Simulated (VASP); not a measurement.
A run of VASP 6.6.1 is set up as follows.

The input INCAR:

```
SYSTEM = As
PREC = Accurate
ENCUT = 600
EDIFF = 1E-6
ISMEAR = -1
SIGMA = 0.15
LREAL = .False.
LASPH = .True.
NELM = 120
ALGO = Normal
ISIF = 2
LWAVE = .False.
LCHARG = .True.
GGA = PE
LELF = .True.
LVHAR = .True.
NBANDS = 14
GGA_COMPAT = .False.
```

Contents of KPOINTS:

```
Automatic mesh
0
Gamma
  4 4 4
  0 0 0
```

The input POSCAR:

```
As
1.0
    0.0000000000      2.1290000000      2.1290000000
    2.1290000000      0.0000000000      2.1290000000
    2.1290000000      2.1290000000      0.0000000000
As
1
Direct
    0.0000000000      0.0000000000      0.0000000000
```

Potentials or basis: VASP PAW PBE potentials, release 64 (As_d).

Run with:

```sh
$ cat potpaw_PBE.64/As_d/POTCAR > POTCAR
$ mpirun -np 1 vasp_std > vasp.out
```

Question: What does it give for the pressure?

Answer: -2.9 GPa.

Caveat: the k points lie up to 0.64 Å⁻¹ apart.
